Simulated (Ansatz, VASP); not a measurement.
## One calculation of BiS4, two programs

The input INCAR:

```
SYSTEM = BiS4
PREC = Accurate ; ENCUT = 520
EDIFF = 1E-6 ; ISMEAR = 0
SIGMA = 0.1 ; LREAL = .FALSE.
LASPH = .TRUE. ; NELM = 60
ALGO = Normal ; ISIF = 2
LWAVE = .FALSE. ; LCHARG = .FALSE.
GGA = PE ; NBANDS = 28
```

The input KPOINTS:

```
Automatic mesh
0
G
  6 6 10
  0 0 0
```

File POSCAR:

```
BiS4
1.0
    6.3900685483      0.0000000000      0.0000000000
    0.0000000000      6.3900685483      0.0000000000
    0.0000000000      0.0000000000      4.0344374788
Bi S
1 4
Direct
    0.0000000000      0.0000000000      0.5000000000
    0.6586424471      0.0000000000      0.0000000000
    0.3413575529      0.0000000000      0.0000000000
    0.0000000000      0.6586424471      0.0000000000
    0.0000000000      0.3413575529      0.0000000000
```

Input for Ansatz:

```yaml
crystal:
  lattice:
    - [6.3900685483, 0.0, 0.0]
    - [0.0, 6.3900685483, 0.0]
    - [0.0, 0.0, 4.0344374788]
  atoms:
    - { symbol: Bi, position: [0.0, 0.0, 0.5] }
    - { symbol: S, position: [0.6586424471, 0.0, 0.0] }
    - { symbol: S, position: [0.3413575529, 0.0, 0.0] }
    - { symbol: S, position: [0.0, 0.6586424471, 0.0] }
    - { symbol: S, position: [0.0, 0.3413575529, 0.0] }
basis:
  ecutwfc: 420
kpoints:
  mp_grid: { grid: [6, 6, 10] }
  band_path:
    path:
      - [[0.0, 0.0, 0.0], [0.0, 0.5, 0.0], [0.5, 0.5, 0.0], [0.0, 0.0, 0.0], [0.0, 0.0, 0.5], [0.0, 0.5, 0.5], [0.5, 0.5, 0.5], [0.0, 0.0, 0.5]]
      - [[0.0, 0.5, 0.0], [0.0, 0.5, 0.5]]
      - [[0.5, 0.5, 0.0], [0.5, 0.5, 0.5]]
    npoints: 14
hamiltonian:
  xc: pbe
scf:
  occupations: { method: gaussian, width: 0.1 }
  n_extra_bands: 12
output:
  forces: true
  stress: true
  eigenvalues: true
  populations: true
  dos: { projected: true, de: 0.02, nscf_kmesh: { grid: [8, 8, 12] } }
  bader: true
  write_density: true
  write_potential: true
  elf: true
  volumetric_format: npy
```

Alike in both runs: task single point; functional PBE; k mesh 6 × 6 × 10; occupations gaussian, width 0.1 eV; no spin polarisation.

```csv
,VASP,Ansatz
version,VASP 6.6.1,Ansatz 0.2.0
potentials or method,"VASP PAW PBE potentials, release 64 (Bi_d, S), cutoff 520 eV","scalar-relativistic, plane waves, PAW"
valence electrons in the cell,39,39
```

|  | VASP | Ansatz | Ansatz less VASP |
| --- | --- | --- | --- |
| gap on the k mesh at the Fermi level (eV) | none | none | - |
| pressure (GPa) | -0.2 | 0.0 | +0.19 |
| traceless stress, the component that is largest in VASP (GPa) | 0.17 | 0.00 | -0.171 |
| rms of the force components (eV/Å) | 0.072 | 0.003 | -0.0691 |

Atom by atom the forces differ by 0.069 eV/Å (rms over components). A gap of «none» marks a metal or a gap that the smearing closes. Ansatz's warnings: xc potential rough in thin density.

Spin-orbit coupling is off throughout.
